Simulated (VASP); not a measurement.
Write the native input for VASP 6.6.1 that does the following.

```yaml
Task: single point
Functional: PBEsol
Potentials_or_basis: VASP PAW PBE potentials, release 64 (Ge_d)
Cutoff: 520 eV
k_mesh: 11 × 11 × 3
Occupations: gaussian, width 0.15 eV
Spin: no spin polarisation
Dipole_correction: no
Further_INCAR_settings: ALGO = Normal; EDIFF = 1e-06; NBANDS = 66
```

The structure of Ge lies in POSCAR:

```
Ge
1.0
   -2.0020822485     -3.4677081753      0.0000000000
    2.0020822485     -3.4677081753      0.0000000000
    0.0000000000      0.0000000000     13.8950496104
Ge
8
Direct
    0.0000000000      0.0000000000      0.1483434880
    0.0000000000      0.0000000000      0.3246684831
    0.0000000000      0.0000000000      0.6213554592
    0.0000000000      0.0000000000      0.7976804542
    0.6666666667      0.6666666667      0.0890579686
    0.3333333333      0.3333333333      0.3839540025
    0.3333333333      0.3333333333      0.5620699397
    0.6666666667      0.6666666667      0.8569659737
```

These files were run (other wordings do the same):

INCAR

```
SYSTEM = Ge
PREC = Accurate
ENCUT = 520
EDIFF = 1E-6
ISMEAR = 0
SIGMA = 0.15
LREAL = .False.
LASPH = .True.
NELM = 60
ALGO = Normal
ISIF = 2
LWAVE = .False.
LCHARG = .False.
GGA = PS
NBANDS = 66
```

KPOINTS

```
regular mesh
0
Gamma
  11 11 3
  0 0 0
```

Potentials or basis: VASP PAW PBE potentials, release 64 (Ge_d).

Launch:

```sh
$ cat potpaw_PBE.64/Ge_d/POTCAR > POTCAR
$ mpirun -np 1 vasp_std > vasp.out
```

Results of the run:

```
Pressure               : -1.2 GPa
Largest force          : 1.110 eV/Å
Band gap on the k mesh : zero (band 56 reaches 4.25 eV, above the bottom of band 57 at 3.93 eV)
```

Caveat: the PAW data sets were made with another functional, which shifts forces and pressure a little.

Wall time 6.5 min on 1 thread of Oxide Virtual Turin-like Processor (shared host), peak memory 0.42 GiB.
